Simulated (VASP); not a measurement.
# ZnS (P6_3mc) in VASP: a series of runs

Runs on ZnS. Level: PBEsol. Tasks: single point.

Everything below comes from runs of VASP 6.6.1. Logs are shortened: lines on timing, memory, paths and dates and some standing lists are left out, and cuts for length are marked.

## 1. The cell of the first run

Symmetry: P6_3mc, No. 186, hexagonal system. Conventional cell: a = 3.678 Å, b = 3.678 Å, c = 6.039 Å, α = 90.00°, β = 90.00°, γ = 120.00°. Within 3.0 Å of Zn (site symmetry 3m) lie 4 S at 2.23 to 2.33 Å. S (site symmetry 3m) has 4 Zn at 2.23 to 2.33 Å within 3.0 Å.

## 2. Single point, PBEsol

Contents of INCAR:

```
ALGO = Normal
EDIFF = 1E-7
ENCUT = 520
GGA = PS
ISIF = 2
ISMEAR = 0
LASPH = True
LCHARG = True
LELF = True
LREAL = False
LVHAR = True
LWAVE = False
NBANDS = 26
NELM = 100
PREC = Accurate
SIGMA = 0.05
```

Contents of KPOINTS:

```
k-points
0
Gamma
  9 9 6
```

Contents of POSCAR:

```
ZnS
1.0
    3.6778050849      0.0000000000      0.0000000000
   -1.8389025425      3.1850726337      0.0000000000
    0.0000000000      0.0000000000      6.0385469599
Zn S
2 2
Direct
    0.3333333333      0.6666666667     -0.0066373471
    0.6666666667      0.3333333333      0.4933626529
    0.3333333333      0.6666666667      0.3795575521
    0.6666666667      0.3333333333      0.8795575521
```

Potentials or basis: VASP PAW PBE potentials, release 64 (Zn, S).

Run with:

```
$ cat potpaw_PBE.64/Zn/POTCAR potpaw_PBE.64/S/POTCAR > POTCAR
$ mpirun -np 1 vasp_std > vasp.out
```

OUTCAR:

```text
EDIFF = 1E-7
   ENCUT = 520
   GGA = PS
   ISIF = 2
   ISMEAR = 0
   LASPH = True
   LREAL = False
   NELM = 100
   PREC = Accurate

 ion  position               nearest neighbor table
   1  0.333  0.667  0.993-   4 2.23   4 2.23   4 2.23   3 2.33
   2  0.667  0.333  0.493-   3 2.23   3 2.23   3 2.23   4 2.33
   3  0.333  0.667  0.380-   2 2.23   2 2.23   2 2.23   1 2.33
   4  0.667  0.333  0.880-   1 2.23   1 2.23   1 2.23   2 2.33

  LATTYP: Found a hexagonal cell.
 ALAT       =     3.6778050849
 C/A-ratio  =     1.6418887952

  Lattice vectors:

 A1 = (   3.6778050849,   0.0000000000,   0.0000000000)
 A2 = (  -1.8389025425,   3.1850726337,   0.0000000000)
 A3 = (   0.0000000000,   0.0000000000,   6.0385469599)

Analysis of symmetry for initial positions (statically):
=====================================================================
 Subroutine PRICEL returns:
 Original cell was already a primitive cell.

 Routine SETGRP: Setting up the symmetry group for a
 hexagonal supercell.

 Subroutine GETGRP returns: Found 12 space group operations
 (whereof  6 operations were pure point group operations)
 out of a pool of 24 trial point group operations.

The static configuration has the point symmetry C_3v.
 The point group associated with its full space group is C_6v.

Analysis of symmetry for dynamics (positions and initial velocities):
=====================================================================
 Subroutine PRICEL returns:
 Original cell was already a primitive cell.

 Routine SETGRP: Setting up the symmetry group for a
 hexagonal supercell.

 Subroutine GETGRP returns: Found 12 space group operations
 (whereof  6 operations were pure point group operations)
 out of a pool of 24 trial point group operations.

The dynamic configuration has the point symmetry C_3v.
 The point group associated with its full space group is C_6v.

 Subroutine INISYM returns: Found 12 space group operations
 (whereof  6 operations are pure point group operations),
 and found     1 'primitive' translations

----------------------------------------------------------------------------------------

                                     Primitive cell

  volume of cell :      70.7360

  direct lattice vectors                    reciprocal lattice vectors
     3.677805085  0.000000000  0.000000000     0.271901304  0.156982291  0.000000000
    -1.838902543  3.185072634  0.000000000     0.000000000  0.313964583  0.000000000
     0.000000000  0.000000000  6.038546960     0.000000000  0.000000000  0.165602753

  length of vectors
     3.677805085  3.677805085  6.038546960     0.313964583  0.313964583  0.165602753

  position of ions in fractional coordinates (direct lattice)
     0.333333333  0.666666667  0.993362653
     0.666666667  0.333333333  0.493362653
     0.333333333  0.666666667  0.379557552
     0.666666667  0.333333333  0.879557552

  ion indices of the primitive-cell ions
   primitive index   ion index
                 1           1
                 2           2
                 3           3
                 4           4

----------------------------------------------------------------------------------------

 KPOINTS: k-points

Automatic generation of k-mesh.
 Grid dimensions read from file:
 generate k-points for:    9    9    6

 Generating k-lattice:

  Cartesian coordinates                     Fractional coordinates (reciprocal lattice)
     0.030211256  0.017442477  0.000000000     0.111111111  0.000000000  0.000000000
     0.000000000  0.034884954  0.000000000     0.000000000  0.111111111  0.000000000
     0.000000000  0.000000000  0.027600459     0.000000000  0.000000000  0.166666667

  Length of vectors
     0.034884954  0.034884954  0.027600459

  Shift w.r.t. Gamma in fractional coordinates (k-lattice)
     0.000000000  0.000000000  0.000000000

 Subroutine IBZKPT returns following result:
 ===========================================

 Found     48 irreducible k-points:

 Following reciprocal coordinates:
            Coordinates               Weight
  0.000000  0.000000  0.000000      1.000000
  0.111111  0.000000  0.000000      6.000000
  0.222222  0.000000  0.000000      6.000000
  0.333333  0.000000  0.000000      6.000000
  0.444444  0.000000  0.000000      6.000000
  0.111111  0.111111  0.000000      6.000000
[... 16 lines left out ...]
  0.333333  0.222222  0.166667     24.000000
  0.333333  0.333333  0.166667      4.000000
 [... further k-points ...]
   k-points           NKPTS =     48   k-points in BZ     NKDIM =     48   number of bands    NBANDS=     26
   number of dos      NEDOS =    301   number of ions     NIONS =      4
   total plane-waves  NPLWV =  37632
   dimension x,y,z NGX =    28 NGY =   28 NGZ =   48
   dimension x,y,z NGXF=    56 NGYF=   56 NGZF=   96
   ions per type =               2   2
   NGX,Y,Z   is equivalent  to a cutoff of  12.66, 12.66, 13.21 a.u.
   NGXF,Y,Z  is equivalent  to a cutoff of  25.31, 25.31, 26.43 a.u.
 SYSTEM =  unknown system
   PREC   = accura    normal or accurate (medium, high low for compatibility)
   ISTART =      0    job   : 0-new  1-cont  2-samecut
   ICHARG =      2    charge: 1-file 2-atom 10-const
   ISPIN  =      1    spin polarized calculation?
   LNONCOLLINEAR =      F non collinear calculations
   LSORBIT =      F    spin-orbit coupling
   LASPH  =      T    aspherical Exc in radial PAW
   ENCUT  =  520.0 eV  38.22 Ry    6.18 a.u.   6.84  6.84 11.23*2*pi/ulx,y,z
   NELM   =    100;   NELMIN=  2; NELMDL= -5     # of ELM steps
   EDIFF  = 0.1E-06   stopping-criterion for ELM
   LREAL  =      F    real-space projection
   EDIFFG = 0.1E-05   stopping-criterion for IOM
   NSW    =      0    number of steps for IOM
   IBRION =     -1    ionic relax: 0-MD 1-quasi-New 2-CG
   NFREE  =      0    steps in history (QN), initial steepest desc. (CG)
   ISIF   =      2    stress and relaxation
   ISYM   =      2    0-nonsym 1-usesym 2-fastsym
   POTIM  = 0.5000    time-step for ionic-motion
   TEBEG  =    0.0;   TEEND  =   0.0 temperature during run
   PSTRESS=    0.0 pullay stress
   NELECT =      36.0000    total number of electrons
   NUPDOWN=      -1.0000    fix difference up-down
   EMIN   =  10.00;   EMAX   =-10.00  energy-range for DOS
   EFERMI =   0.00;   METHOD = LEGACY
   ISMEAR =     0;   SIGMA  =   0.05  broadening in eV -4-tet -1-fermi 0-gaus
   EFERMI_NEDOS =   21; number of points for ismear=-14 and -15
   IALGO  =     38    algorithm
   IMIX   =      4    mixing-type and parameters
     AMIX     =   0.40;   BMIX     =  1.00
     AMIX_MAG =   1.60;   BMIX_MAG =  1.00
  volume/ion in A,a.u.               =      17.68       119.34
  Fermi-wavevector in a.u.,A,eV,Ry     =   1.307060  2.469985 23.244270  1.708406
  Thomas-Fermi vector in A             =   2.437820
   LORBIT       =      0    0 simple, 1 ext, 2 COOP (PROOUT), +10 PAW based schemes
   GGA     = PS    functional components
   LHFCALC =     F    Hartree Fock is set to
   AEXX    =    0.0000 exact exchange contribution
   IVDW    =     0    specifies the selected vdW correction
   LEPSILON=     F    determine dielectric tensor
   LRPA    =     F    only Hartree local field effects (RPA)
 non-spin polarized calculation
 Gauss-broadening in eV      SIGMA  =   0.05
  energy-cutoff  :      520.00
  volume of cell :       70.74
 maximum number of plane-waves:      1929
 NGX is ok and might be reduce to    28
   NGX = 13   NGY = 13   NGZ = 23

 number of electron      36.0000007 magnetization

 Free energy of the ion-electron system (eV)
  ---------------------------------------------------
  ext. energy  EPLUGINS =         0.00000000
  ---------------------------------------------------
  free energy    TOTEN  =       -14.97400962 eV

  energy without entropy =      -14.97400962  energy(sigma->0) =      -14.97400962

 E-fermi :   3.3253     XC(G=0): -10.3622

 val. band max:        3.0963307665   @ k =   0.0000   0.0000   0.0000
 cond. band min:       5.6905802509   @ k =   0.0000   0.0000   0.0000
 fundamental gap:      2.5942494843
 Fermi energy:         3.3252655191

 k-point     1 :       0.0000    0.0000    0.0000
  band No.  band energies     occupation
      1     -10.9008      2.00000
      2      -9.7699      2.00000
      3      -3.8014      2.00000
      4      -3.8014      2.00000
      5      -3.7302      2.00000
      6      -3.7302      2.00000
[... 18 lines left out ...]
     25      10.6685      0.00000
     26      12.7405      0.00000

 k-point     2 :       0.1111    0.0000    0.0000
  band No.  band energies     occupation
      1     -10.7988      2.00000
      2      -9.7086      2.00000
      3      -3.8176      2.00000
      4      -3.7757      2.00000
      5      -3.7272      2.00000
      6      -3.6979      2.00000
[... 18 lines left out ...]
     25      11.1114      0.00000
     26      11.8969      0.00000

 k-point     3 :       0.2222    0.0000    0.0000
  band No.  band energies     occupation
      1     -10.5158      2.00000
      2      -9.5552      2.00000
      3      -3.8478      2.00000
      4      -3.7149      2.00000
      5      -3.7141      2.00000
      6      -3.6120      2.00000
[... 18 lines left out ...]
     25      11.3360      0.00000
     26      12.1917      0.00000

 k-point     4 :       0.3333    0.0000    0.0000
  band No.  band energies     occupation
      1     -10.1291      2.00000
      2      -9.3982      2.00000
      3      -3.8486      2.00000
      4      -3.6883      2.00000
      5      -3.6551      2.00000
      6      -3.5068      2.00000
[... 18 lines left out ...]
     25      11.8223      0.00000
     26      13.1680      0.00000
[... 496 lines left out ...]
      1      -9.8929      2.00000
      2      -9.3846      2.00000
      3      -3.7229      2.00000
      4      -3.7171      2.00000
      5      -3.5555      2.00000
      6      -3.5536      2.00000
[... 18 lines left out ...]
     25      11.5258      0.00000
     26      12.7181      0.00000

 k-point    23 :       0.3333    0.2222    0.1667
  band No.  band energies     occupation
      1      -9.6123      2.00000
      2      -9.3559      2.00000
      3      -3.7216      2.00000
      4      -3.5996      2.00000
      5      -3.4891      2.00000
      6      -3.4245      2.00000
[... 18 lines left out ...]
     25      12.4786      0.00000
     26      13.4579      0.00000

 k-point    24 :       0.3333    0.3333    0.1667
  band No.  band energies     occupation
      1      -9.4308      2.00000
      2      -9.4308      2.00000
      3      -3.7103      2.00000
      4      -3.5109      2.00000
      5      -3.5109      2.00000
      6      -3.3999      2.00000
[... 18 lines left out ...]
     25      13.2634      0.00000
     26      13.6701      0.00000

 [... further k-points ...]
[... 5 lines left out ...]
  --------------------------------------------------------------------------------------
  -------------------------------------------------------------------------------------
  Total        4.4565513      4.4565513      2.3624372     -0.0000000      0.0000000     -0.0000000
  in kB      100.9413235    100.9413235     53.5094348     -0.0000000      0.0000000     -0.0000000
  external PRESSURE =      85.1306939 kB  Pullay stress =       0.0000000 kB

 VOLUME and BASIS-vectors are now :
 -----------------------------------------------------------------------------
  energy-cutoff  :      520.00
  volume of cell :       70.74
      direct lattice vectors                 reciprocal lattice vectors
     3.677805085  0.000000000  0.000000000     0.271901304  0.156982291  0.000000000
    -1.838902543  3.185072634  0.000000000     0.000000000  0.313964583  0.000000000
     0.000000000  0.000000000  6.038546960     0.000000000  0.000000000  0.165602753

 POSITION                                       TOTAL-FORCE (eV/Angst)
 -----------------------------------------------------------------------------------
     -0.00000      2.12338      5.99847        -0.000000      0.000000      0.521889
      1.83890      1.06169      2.97919         0.000000     -0.000000      0.521889
     -0.00000      2.12338      2.29198         0.000000      0.000000     -0.521889
      1.83890      1.06169      5.31125        -0.000000     -0.000000     -0.521889
 -----------------------------------------------------------------------------------
    total drift:                               -0.000000     -0.000000     -0.001334

  FREE ENERGIE OF THE ION-ELECTRON SYSTEM (eV)
  ---------------------------------------------------
  free  energy   TOTEN  =       -14.9740096187 eV

  energy  without entropy=      -14.9740096187  energy(sigma->0) =      -14.97400962
```

Wall time 37 s (1 thread of Intel Xeon 6975P-C (Granite Rapids), shared host); peak memory 0.22 GiB.

Results:

* Free energy: -14.9740 eV
* Pressure: 8.5 GPa
* Largest force: 0.522 eV/Å
* Band gap on the k mesh: 2.59 eV, direct

Forces in eV/Å, atoms in the order of the input:
```
Zn   0.000  0.000  0.522
Zn   0.000  0.000  0.522
S    0.000  0.000 -0.522
S    0.000  0.000 -0.522
```

Stress tensor (GPa, compression positive):
```
10.09  0.00  0.00
 0.00 10.09  0.00
 0.00  0.00  5.35
```

Levels at points of the mesh, in eV from the valence-band top:
| k point | band 15 | band 16 | band 17 | band 18 | band 19 | band 20 | band 21 | band 22 |
| --- | --- | --- | --- | --- | --- | --- | --- | --- |
| (0.00, 0.00, 0.00) | -0.99 | -0.03 | 0.00 | 0.00 | 2.59 | 3.08 | 6.12 | 6.12 |
| (0.00, 0.00, 0.50) | -0.52 | -0.52 | -0.52 | -0.52 | 3.70 | 3.70 | 6.58 | 6.58 |

Caveat: the PAW data sets were made with another functional, which shifts forces and pressure a little. Expect the measured gap to be larger: semilocal functionals such as PBEsol lack the derivative discontinuity.

## 3. Single point, PBEsol

This run uses another cell than the first one, of 18.45 Å³/atom, 1.043 times its volume.

Contents of INCAR:

```
PREC = Accurate
ENCUT = 520
EDIFF = 1E-7
ISMEAR = 0
SIGMA = 0.05
LREAL = False
LASPH = True
NELM = 60
ALGO = Normal
ISIF = 2
LWAVE = False
LCHARG = True
GGA = PS
LELF = True
LVHAR = True
NBANDS = 26
```

Contents of KPOINTS:

```
Automatic mesh
0
Gamma
  9 9 6
```

Contents of POSCAR:

```
ZnS
1.0
    3.7303610463      0.0000000000      0.0000000000
   -1.8651805232      3.2305874314      0.0000000000
    0.0000000000      0.0000000000      6.1248380041
Zn S
2 2
Direct
    0.3333333333      0.6666666667      0.0296020378
    0.6666666667      0.3333333333      0.5296020378
    0.3333333333      0.6666666667      0.3795575521
    0.6666666667      0.3333333333      0.8795575521
```

Potentials or basis: VASP PAW PBE potentials, release 64 (Zn, S).

Run with:

```
$ cat potpaw_PBE.64/Zn/POTCAR potpaw_PBE.64/S/POTCAR > POTCAR
$ mpirun -np 1 vasp_std > vasp.out
```

It took 38 s on 1 thread of Intel Xeon 6975P-C (Granite Rapids), shared host; peak memory 0.22 GiB.

It converged, with:

* Free energy: -14.9393 eV
* Pressure: 4.7 GPa
* Largest force: 1.452 eV/Å
* Band gap on the k mesh: 2.28 eV, direct

Forces on the atoms (eV/Å):
```
Zn   0.000  0.000 -1.452
Zn   0.000  0.000 -1.452
S    0.000  0.000  1.452
S    0.000  0.000  1.452
```

Stress tensor (GPa, compression positive):
```
 0.91  0.00  0.00
 0.00  0.91  0.00
 0.00  0.00 12.33
```

Levels at points of the mesh, in eV from the valence-band top:
| k point | band 15 | band 16 | band 17 | band 18 | band 19 | band 20 | band 21 | band 22 |
| --- | --- | --- | --- | --- | --- | --- | --- | --- |
| (0.00, 0.00, 0.00) | -1.16 | -0.36 | 0.00 | 0.00 | 2.28 | 3.28 | 6.15 | 6.15 |
| (0.00, 0.00, 0.50) | -0.61 | -0.61 | -0.61 | -0.61 | 3.68 | 3.68 | 6.69 | 6.69 |

Caveat: the PAW data sets were made with another functional, which shifts forces and pressure a little.

## 4. Single point, PBEsol

This run uses another cell than the first one, of 18.45 Å³/atom, 1.043 times its volume.

Contents of INCAR:

```
PREC = Accurate ; ENCUT = 520
EDIFF = 1E-6 ; ISMEAR = 0
SIGMA = 0.05 ; LREAL = F
LASPH = T ; NELM = 100
ALGO = Normal ; ISIF = 2
LWAVE = F ; LCHARG = F
GGA = PS ; NBANDS = 26
```

KPOINTS is that of step 3.

POSCAR, as its differences from that of step 3:

```diff
@@ -8,4 +8,4 @@
 Direct
-    0.3333333333      0.6666666667      0.0296020378
-    0.6666666667      0.3333333333      0.5296020378
+    0.3333333333      0.6666666667     -0.0187171420
+    0.6666666667      0.3333333333      0.4812828580
     0.3333333333      0.6666666667      0.3795575521
```

Run with:

```
$ cat potpaw_PBE.64/Zn/POTCAR potpaw_PBE.64/S/POTCAR > POTCAR
$ mpirun -np 1 vasp_std > vasp.out
```

Wall time 32 s (1 thread of Intel Xeon 6975P-C (Granite Rapids), shared host); peak memory 0.22 GiB.

The run converged. Its results:

| Property | Result |
| --- | --- |
| Free energy | -15.0043 eV |
| Pressure | 4.7 GPa |
| Largest force | 0.739 eV/Å |
| Band gap on the k mesh | 2.42 eV, direct |

Forces in eV/Å, atoms in the order of the input:
```
Zn   0.000  0.000  0.739
Zn   0.000  0.000  0.739
S    0.000  0.000 -0.739
S    0.000  0.000 -0.739
```

Stress tensor (GPa, compression positive):
```
6.89 0.00 0.00
0.00 6.89 0.00
0.00 0.00 0.25
```

Levels at points of the mesh, in eV from the valence-band top:
```tsv
k point	band 14	band 15	band 16	band 17	band 18	band 19	band 20	band 21	band 22	band 23
(0.00, 0.00, 0.00)	-0.90	-0.90	-0.04	-0.04	0.00	2.42	2.90	6.14	6.14	6.50
(0.00, 0.00, 0.50)	-2.88	-0.49	-0.49	-0.49	-0.49	3.52	3.52	6.56	6.56	6.56
```

Caveat: the PAW data sets were made with another functional, which shifts forces and pressure a little.
